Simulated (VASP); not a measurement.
NaCl:

```
Na Cl
1.0
     0.00000    2.83175    2.83175
     2.83175    0.00000    2.83175
     2.83175    2.83175    0.00000
Na Cl
1 1
Cartesian
  0.0000 0.0000 0.0000
  2.8317 2.8317 2.8317
```

| Item | Value |
| --- | --- |
| Program | VASP 6.6.1 |
| Task | relaxation of cell and atoms |
| Functional | PBE |
| Dispersion | D3(BJ) |
| Potentials or basis | VASP PAW PBE potentials, release 64 (Na_pv, Cl) |
| Cutoff | 600 eV |
| k mesh | 8 × 8 × 8 |
| Occupations | gaussian, width 0.02 eV |
| Spin | no spin polarisation |

At the start: pressure -1.1 GPa; volume 22.71 Å³/atom.

Problem. How do energy, volume and symmetry change on relaxing?

Solution. Over 4 steps the energy falls by 3.7 meV/atom and the volume is 21.72 Å³/atom (-4.4 %); space group Fm-3m (No. 225, to 0.05 Å).

Step by step:
```csv
step,energy change (eV),largest force (eV/Å),pressure (GPa),volume (Å³)
1,0.0000,0.0000,-1.13,45.41
2,-0.0056,0.0000,-0.56,44.37
3,-0.0073,0.0000,-0.11,43.61
4,-0.0074,0.0000,0.01,43.43
```

Final structure:
```cif
data_structure
_symmetry_space_group_name_H-M 'P 1'
_symmetry_Int_Tables_number 1
_cell_length_a 3.9455
_cell_length_b 3.9455
_cell_length_c 3.9455
_cell_angle_alpha 60.000
_cell_angle_beta 60.000
_cell_angle_gamma 60.000
_cell_volume 43.43
loop_
_atom_site_label
_atom_site_type_symbol
_atom_site_fract_x
_atom_site_fract_y
_atom_site_fract_z
_atom_site_occupancy
Na1 Na 0.00000 0.00000 0.00000 1
Cl1 Cl 0.50000 0.50000 0.50000 1
```
